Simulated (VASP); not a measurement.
# Cd (P6_3/mmc) in VASP: further runs

Runs on Cd. Level: PBEsol. Tasks: single point, relaxation of cell and atoms.

All numbers are computed with VASP 6.6.1; they aren't measurements. Logs are shortened: lines on timing, memory, paths and dates and some standing lists are left out, and cuts for length are marked.

### 1 The cell of the first run

The structure is hexagonal, space group P6_3/mmc (No. 194). Conventional cell: a = 2.847 Å, b = 2.847 Å, c = 5.570 Å, α = 90.00°, β = 90.00°, γ = 120.00°. Cd (site symmetry -6m2) has 12 Cd at 2.85 to 3.23 Å within 3.8 Å.

### 2 Single point, PBEsol (19.55 Å³/atom)

The input, INCAR:

```
SYSTEM = Cd
PREC     = Accurate       ! precision mode
ENCUT    = 520            ! plane-wave cutoff, eV
EDIFF    = 1E-6           ! SCF threshold, eV
ISMEAR   = -1             ! smearing method
SIGMA    = 0.1            ! smearing width, eV
LREAL    = .False.        ! projectors in reciprocal space
LASPH    = .True.         ! aspherical terms in the spheres
NELM     = 100            ! most SCF steps
ALGO     = Normal         ! electronic algorithm
ISIF     = 2              ! what is computed and relaxed
LWAVE    = .False.        ! write WAVECAR
LCHARG   = .False.        ! write CHGCAR
GGA      = PS             ! functional
NBANDS   = 19             ! bands
```

The input, KPOINTS:

```
regular mesh
0
Gamma
  20 20 9
  0 0 0
```

The input, POSCAR:

```
Cd
1.0
    2.8471244438      0.0000000000      0.0000000000
   -1.4235622219      2.4656820961      0.0000000000
    0.0000000000      0.0000000000      5.5698252307
Cd
2
Direct
    0.3333333333      0.6666666667      0.2500000000
    0.6666666667      0.3333333333      0.7500000000
```

Potentials or basis: VASP PAW PBE potentials, release 64 (Cd).

Command:

```console
$ cat potpaw_PBE.64/Cd/POTCAR > POTCAR
$ mpirun -np 1 vasp_std > vasp.out
```

OUTCAR:

```text
SYSTEM = Cd
   PREC = Accurate
   ENCUT = 520
   EDIFF = 1E-6
   ISMEAR = -1
   LREAL = .False.
   LASPH = .True.
   NELM = 100
   ISIF = 2
   GGA = PS

 ion  position               nearest neighbor table
   1  0.333  0.667  0.250-   2 3.23   2 3.23   2 3.23   2 3.23   2 3.23   2 3.23
   2  0.667  0.333  0.750-   1 3.23   1 3.23   1 3.23   1 3.23   1 3.23   1 3.23

  LATTYP: Found a hexagonal cell.
 ALAT       =     2.8471244438
 C/A-ratio  =     1.9562984831

  Lattice vectors:

 A1 = (   2.8471244438,   0.0000000000,   0.0000000000)
 A2 = (  -1.4235622219,   2.4656820961,   0.0000000000)
 A3 = (   0.0000000000,   0.0000000000,   5.5698252307)

Analysis of symmetry for initial positions (statically):
=====================================================================
 Subroutine PRICEL returns:
 Original cell was already a primitive cell.

 Routine SETGRP: Setting up the symmetry group for a
 hexagonal supercell.

 Subroutine GETGRP returns: Found 24 space group operations
 (whereof 12 operations were pure point group operations)
 out of a pool of 24 trial point group operations.

The static configuration has the point symmetry D_3d.
 The point group associated with its full space group is D_6h.

Analysis of symmetry for dynamics (positions and initial velocities):
=====================================================================
 Subroutine PRICEL returns:
 Original cell was already a primitive cell.

 Routine SETGRP: Setting up the symmetry group for a
 hexagonal supercell.

 Subroutine GETGRP returns: Found 24 space group operations
 (whereof 12 operations were pure point group operations)
 out of a pool of 24 trial point group operations.

The dynamic configuration has the point symmetry D_3d.
 The point group associated with its full space group is D_6h.

 Subroutine INISYM returns: Found 24 space group operations
 (whereof 12 operations are pure point group operations),
 and found     1 'primitive' translations

----------------------------------------------------------------------------------------

                                     Primitive cell

  volume of cell :      39.1008

  direct lattice vectors                    reciprocal lattice vectors
     2.847124444  0.000000000  0.000000000     0.351231574  0.202783644  0.000000000
    -1.423562222  2.465682096  0.000000000     0.000000000  0.405567288  0.000000000
     0.000000000  0.000000000  5.569825231     0.000000000  0.000000000  0.179538847

  length of vectors
     2.847124444  2.847124444  5.569825231     0.405567288  0.405567288  0.179538847

  position of ions in fractional coordinates (direct lattice)
     0.333333333  0.666666667  0.250000000
     0.666666667  0.333333333  0.750000000

  ion indices of the primitive-cell ions
   primitive index   ion index
                 1           1
                 2           2

----------------------------------------------------------------------------------------

 KPOINTS: regular mesh

Automatic generation of k-mesh.
 Grid dimensions read from file:
 generate k-points for:   20   20    9

 Generating k-lattice:

  Cartesian coordinates                     Fractional coordinates (reciprocal lattice)
     0.017561579  0.010139182  0.000000000     0.050000000  0.000000000  0.000000000
     0.000000000  0.020278364  0.000000000     0.000000000  0.050000000  0.000000000
     0.000000000  0.000000000  0.019948761     0.000000000  0.000000000  0.111111111

  Length of vectors
     0.020278364  0.020278364  0.019948761

  Shift w.r.t. Gamma in fractional coordinates (k-lattice)
     0.000000000  0.000000000  0.000000000

 Subroutine IBZKPT returns following result:
 ===========================================

 Found    220 irreducible k-points:

 Following reciprocal coordinates:
            Coordinates               Weight
  0.000000  0.000000  0.000000      1.000000
  0.050000  0.000000  0.000000      6.000000
  0.100000  0.000000  0.000000      6.000000
  0.150000 -0.000000  0.000000      6.000000
  0.200000  0.000000  0.000000      6.000000
  0.250000 -0.000000  0.000000      6.000000
[... 16 lines left out ...]
  0.200000  0.100000  0.000000     12.000000
  0.250000  0.100000  0.000000     12.000000
 [... further k-points ...]
   k-points           NKPTS =    220   k-points in BZ     NKDIM =    220   number of bands    NBANDS=     19
   number of dos      NEDOS =    301   number of ions     NIONS =      2
   total plane-waves  NPLWV =  24192
   dimension x,y,z NGX =    24 NGY =   24 NGZ =   42
   dimension x,y,z NGXF=    48 NGYF=   48 NGZF=   84
   ions per type =               2
   NGX,Y,Z   is equivalent  to a cutoff of  14.01, 14.01, 12.54 a.u.
   NGXF,Y,Z  is equivalent  to a cutoff of  28.03, 28.03, 25.07 a.u.
 SYSTEM =  Cd
   PREC   = accura    normal or accurate (medium, high low for compatibility)
   ISTART =      0    job   : 0-new  1-cont  2-samecut
   ICHARG =      2    charge: 1-file 2-atom 10-const
   ISPIN  =      1    spin polarized calculation?
   LNONCOLLINEAR =      F non collinear calculations
   LSORBIT =      F    spin-orbit coupling
   LASPH  =      T    aspherical Exc in radial PAW
   ENCUT  =  520.0 eV  38.22 Ry    6.18 a.u.   5.29  5.29 10.36*2*pi/ulx,y,z
   NELM   =    100;   NELMIN=  2; NELMDL= -5     # of ELM steps
   EDIFF  = 0.1E-05   stopping-criterion for ELM
   LREAL  =      F    real-space projection
   EDIFFG = 0.1E-04   stopping-criterion for IOM
   NSW    =      0    number of steps for IOM
   IBRION =     -1    ionic relax: 0-MD 1-quasi-New 2-CG
   NFREE  =      0    steps in history (QN), initial steepest desc. (CG)
   ISIF   =      2    stress and relaxation
   ISYM   =      2    0-nonsym 1-usesym 2-fastsym
   POTIM  = 0.5000    time-step for ionic-motion
   TEBEG  =    0.0;   TEEND  =   0.0 temperature during run
   PSTRESS=    0.0 pullay stress
   NELECT =      24.0000    total number of electrons
   NUPDOWN=      -1.0000    fix difference up-down
   EMIN   =  10.00;   EMAX   =-10.00  energy-range for DOS
   EFERMI =   0.00;   METHOD = LEGACY
   ISMEAR =    -1;   SIGMA  =   0.10  broadening in eV -4-tet -1-fermi 0-gaus
   EFERMI_NEDOS =   21; number of points for ismear=-14 and -15
   IALGO  =     38    algorithm
   IMIX   =      4    mixing-type and parameters
     AMIX     =   0.40;   BMIX     =  1.00
     AMIX_MAG =   1.60;   BMIX_MAG =  1.00
  volume/ion in A,a.u.               =      19.55       131.93
  Fermi-wavevector in a.u.,A,eV,Ry     =   1.391287  2.629152 26.336537  1.935681
  Thomas-Fermi vector in A             =   2.515141
   LORBIT       =      0    0 simple, 1 ext, 2 COOP (PROOUT), +10 PAW based schemes
   GGA     = PS    functional components
   LHFCALC =     F    Hartree Fock is set to
   AEXX    =    0.0000 exact exchange contribution
   IVDW    =     0    specifies the selected vdW correction
   LEPSILON=     F    determine dielectric tensor
   LRPA    =     F    only Hartree local field effects (RPA)
 non-spin polarized calculation
  energy-cutoff  :      520.00
  volume of cell :       39.10
 maximum number of plane-waves:      1071
 NGX is ok and might be reduce to    24
   NGX = 11   NGY = 11   NGZ = 21

 number of electron      24.0000004 magnetization

 Free energy of the ion-electron system (eV)
  ---------------------------------------------------
  ext. energy  EPLUGINS =         0.00000000
  ---------------------------------------------------
  free energy    TOTEN  =        -2.32470945 eV

  energy without entropy =       -2.31063913  energy(sigma->0) =       -2.31767429

 E-fermi :   3.5668     XC(G=0): -11.7371

 val. band max:        3.5557734386   @ k =   0.3500   0.3000   0.0000
 cond. band min:       3.6090196446   @ k =   0.3500   0.3000   0.1111
 fundamental gap:      0.0532462060
 Fermi energy:         3.5668291860

 k-point     1 :       0.0000    0.0000    0.0000
  band No.  band energies     occupation
      1      -6.8569      2.00000
      2      -6.6381      2.00000
      3      -5.9780      2.00000
      4      -5.9780      2.00000
      5      -5.9554      2.00000
      6      -5.9241      2.00000
[... 11 lines left out ...]
     18      20.1923      0.00000
     19      20.1923      0.00000

 k-point     2 :       0.0500    0.0000    0.0000
  band No.  band energies     occupation
      1      -6.8204      2.00000
      2      -6.5869      2.00000
      3      -5.9987      2.00000
      4      -5.9478      2.00000
      5      -5.9425      2.00000
      6      -5.9056      2.00000
[... 11 lines left out ...]
     18      19.4867      0.00000
     19      20.5709      0.00000

 k-point     3 :       0.1000    0.0000    0.0000
  band No.  band energies     occupation
      1      -6.7218      2.00000
      2      -6.4623      2.00000
      3      -6.0411      2.00000
      4      -5.9743      2.00000
      5      -5.8594      2.00000
      6      -5.8086      2.00000
[... 11 lines left out ...]
     18      18.7005      0.00000
     19      20.7624      0.00000

 k-point     4 :       0.1500   -0.0000    0.0000
  band No.  band energies     occupation
      1      -6.6070      2.00000
      2      -6.3464      2.00000
      3      -6.0998      2.00000
      4      -5.9660      2.00000
      5      -5.7190      2.00000
      6      -5.6723      2.00000
[... 11 lines left out ...]
     18      18.5564      0.00000
     19      19.0349      0.00000

 k-point     5 :       0.2000    0.0000    0.0000
  band No.  band energies     occupation
      1      -6.5720      2.00000
      2      -6.3248      2.00000
      3      -6.0898      2.00000
      4      -5.8693      2.00000
      5      -5.7121      2.00000
      6      -5.5372      2.00000
[... 11 lines left out ...]
     18      17.3488      0.00000
     19      18.3438      0.00000
[... 334 lines left out ...]
      2      -6.2774      2.00000
      3      -6.0971      2.00000
      4      -6.0505      2.00000
      5      -5.7292      2.00000
      6      -5.6024      2.00000
[... 11 lines left out ...]
     18      19.0342      0.00000
     19      19.2053      0.00000

 k-point    22 :       0.1500    0.1000    0.0000
  band No.  band energies     occupation
      1      -6.4354      2.00000
      2      -6.2180      2.00000
      3      -6.1650      2.00000
      4      -5.9751      2.00000
      5      -5.7473      2.00000
      6      -5.6131      2.00000
[... 11 lines left out ...]
     18      17.4480      0.00000
     19      18.2807      0.00000

 k-point    23 :       0.2000    0.1000    0.0000
  band No.  band energies     occupation
      1      -6.5016      2.00000
      2      -6.2834      2.00000
      3      -6.0561      2.00000
      4      -5.9481      2.00000
      5      -5.8102      2.00000
      6      -5.6710      2.00000
[... 11 lines left out ...]
     18      16.6462      0.00000
     19      17.6828      0.00000

 k-point    24 :       0.2500    0.1000    0.0000
  band No.  band energies     occupation
      1      -6.6083      2.00000
      2      -6.4001      2.00000
      3      -6.1278      2.00000
      4      -5.8764      2.00000
      5      -5.7566      2.00000
      6      -5.6265      2.00000
[... 11 lines left out ...]
     18      17.0710      0.00000
     19      17.1046      0.00000

 [... further k-points ...]

------------------------ aborting loop because EDIFF is reached ----------------------------------------

  FORCE on cell =-STRESS in cart. coord.  units (eV):
  Direction    XX          YY          ZZ          XY          YZ          ZX
  --------------------------------------------------------------------------------------
  -------------------------------------------------------------------------------------
  Total        2.1482384      2.1482384      0.9909793      0.0000000      0.0000000     -0.0000000
  in kB       88.0253919     88.0253919     40.6059857      0.0000000      0.0000000     -0.0000000
  external PRESSURE =      72.2189231 kB  Pullay stress =       0.0000000 kB

 VOLUME and BASIS-vectors are now :
 -----------------------------------------------------------------------------
  energy-cutoff  :      520.00
  volume of cell :       39.10
      direct lattice vectors                 reciprocal lattice vectors
     2.847124444  0.000000000  0.000000000     0.351231574  0.202783644  0.000000000
    -1.423562222  2.465682096  0.000000000     0.000000000  0.405567288  0.000000000
     0.000000000  0.000000000  5.569825231     0.000000000  0.000000000  0.179538847

 POSITION                                       TOTAL-FORCE (eV/Angst)
 -----------------------------------------------------------------------------------
     -0.00000      1.64379      1.39246        -0.000000      0.000000      0.000000
      1.42356      0.82189      4.17737         0.000000     -0.000000      0.000000
 -----------------------------------------------------------------------------------
    total drift:                               -0.000000      0.000000      0.000000

  FREE ENERGIE OF THE ION-ELECTRON SYSTEM (eV)
  ---------------------------------------------------
  free  energy   TOTEN  =        -2.3247094462 eV

  energy  without entropy=       -2.3106391274  energy(sigma->0) =       -2.31767429
```

It took 38 s on 1 thread of Intel Xeon 6975P-C (Granite Rapids), shared host; peak memory 0.26 GiB.

Results:

* Free energy: -2.3247 eV
* Pressure: 7.2 GPa
* Band gap on the k mesh: zero (bands 12 and 13 overlap by 4.84 eV)

Caveat: the cell stands under pressure; the PAW data sets were made with another functional, which shifts forces and pressure a little.

### 3 Single point, PBEsol (20.40 Å³/atom)

This run uses another cell than the first one, of 20.40 Å³/atom.

The input, INCAR:

```
  ALGO = Normal
  EDIFF = 1E-7
  ENCUT = 520
  GGA = PS
  ISIF = 2
  ISMEAR = -1
  LASPH = T
  LCHARG = T
  LELF = T
  LREAL = F
  LVHAR = T
  LWAVE = F
  NBANDS = 19
  NELM = 100
  PREC = Accurate
  SIGMA = 0.1
```

The input, KPOINTS:

```
k-points
0
Gamma
  20 20 9
```

The input, POSCAR:

```
Cd
1.0
    2.8878031460      0.0000000000      0.0000000000
   -1.4439015730      2.5009108856      0.0000000000
    0.0000000000      0.0000000000      5.6494049142
Cd
2
Direct
    0.3333333333      0.6666666667      0.2500000000
    0.6666666667      0.3333333333      0.7500000000
```

Potentials or basis: VASP PAW PBE potentials, release 64 (Cd).

Command:

```console
$ cat potpaw_PBE.64/Cd/POTCAR > POTCAR
$ mpirun -np 1 vasp_std > vasp.out
```

Run time: 40 s. Hardware: 1 thread of Intel Xeon 6975P-C (Granite Rapids), shared host; peak memory 0.26 GiB.

Results (log left out):

- Free energy: -2.3802 eV
- Pressure: 3.4 GPa
- Band gap on the k mesh: zero (bands 12 and 13 overlap by 4.83 eV)

Stress tensor (GPa, compression positive):
```
4.29 0.00 0.00
0.00 4.29 0.00
0.00 0.00 1.60
```

Levels at points of the mesh, in eV from the Fermi level:
```csv
k point,band 10,band 11,band 12,band 13,band 14,band 15
"(0.00, 0.00, 0.00)",-8.49,-8.49,-3.48,-3.41,9.89,14.52
"(0.50, 0.00, 0.00)",-8.13,-2.43,-1.72,1.90,3.05,3.34
```

Caveat: the cell stands under pressure; the PAW data sets were made with another functional, which shifts forces and pressure a little.

(Part 1 of 2 ends here.)
